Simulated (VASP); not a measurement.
A run of VASP 6.6.1 is set up as follows.

File INCAR:

```
  PREC = Accurate
  ENCUT = 520
  EDIFF = 1E-6
  ISMEAR = 0
  SIGMA = 0.01
  LREAL = False
  LASPH = True
  NELM = 60
  ALGO = Normal
  ISIF = 2
  LWAVE = False
  LCHARG = False
  GGA = PS
  NBANDS = 31
```

File KPOINTS:

```
regular mesh
0
Gamma
  8 8 8
```

The input POSCAR:

```
Si7Ge
1.0
    5.4214989572      0.0000000000      0.0000000000
    0.0000000000      5.4214989572      0.0000000000
    0.0000000000      0.0000000000      5.4214989572
Si Ge
7 1
Direct
    0.2525762813      0.2525762813      0.2525762813
    0.0000000000      0.5000000000      0.5000000000
    0.5000000000      0.5000000000      0.0000000000
    0.5000000000      0.0000000000      0.5000000000
    0.7474237187      0.2525762813      0.7474237187
    0.7474237187      0.7474237187      0.2525762813
    0.2525762813      0.7474237187      0.7474237187
    0.0000000000      0.0000000000      0.0000000000
```

Potentials or basis: VASP PAW PBE potentials, release 64 (Si, Ge_d).

Run with:

```console
$ cat potpaw_PBE.64/Si/POTCAR potpaw_PBE.64/Ge_d/POTCAR > POTCAR
$ mpirun -np 1 vasp_std > vasp.out
```

(1) What does it give for the pressure?

(2) Predict the largest force.

## Answers

(1) 2.0 GPa.

(2) 0.008 eV/Å.

Caveat: the PAW data sets were made with another functional, which shifts forces and pressure a little.
